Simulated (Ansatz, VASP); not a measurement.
## Ti12H in VASP and in Ansatz

```
Ti H
1.0
     5.90000    0.00000    0.00000
    -4.42500    7.66432    0.00000
     0.00000    0.00000    4.68460
Ti H
12 1
Direct
  0.99936 0.99856 0.99618
  0.16385 0.21773 0.49408
  0.99253 0.33016 0.99684
  0.16066 0.55746 0.50083
  0.00329 0.66980 0.99992
  0.16573 0.88820 0.50456
  0.50153 0.99972 0.99573
  0.66378 0.21815 0.50115
  0.50607 0.33058 0.00082
  0.67461 0.55782 0.50394
  0.50360 0.67056 0.00568
  0.66767 0.88934 0.50373
  0.33402 0.44346 0.25036
```

Alike in both runs: functional PBEsol; k mesh 3 × 2 × 4; occupations gaussian, width 0.05 eV; no spin polarisation.

Ansatz relaxed the structure, and its values are those at the end. VASP's run is a single point on that final structure, the one shown.

|  | VASP | Ansatz |
| --- | --- | --- |
| version | VASP 6.6.1 | Ansatz 0.2.0 |
| potentials or method | VASP PAW PBE potentials, release 64 (Ti_sv, H), cutoff 520 eV | scalar-relativistic, plane waves, PAW |
| valence electrons in the cell | 145 | 145 |

Ansatz gave:

| Property | Result |
| --- | --- |
| rms of the force components (eV/Å) | 0.008 |

Question: Which values does VASP return?

Answer: rms of the force components (eV/Å): 0.009.

VASP's potentials were made for PBE, not for PBEsol. The functional is the same, so the differences come from potentials, cutoffs and numerics.

The k mesh is coarse, so the values compare programs but aren't converged.
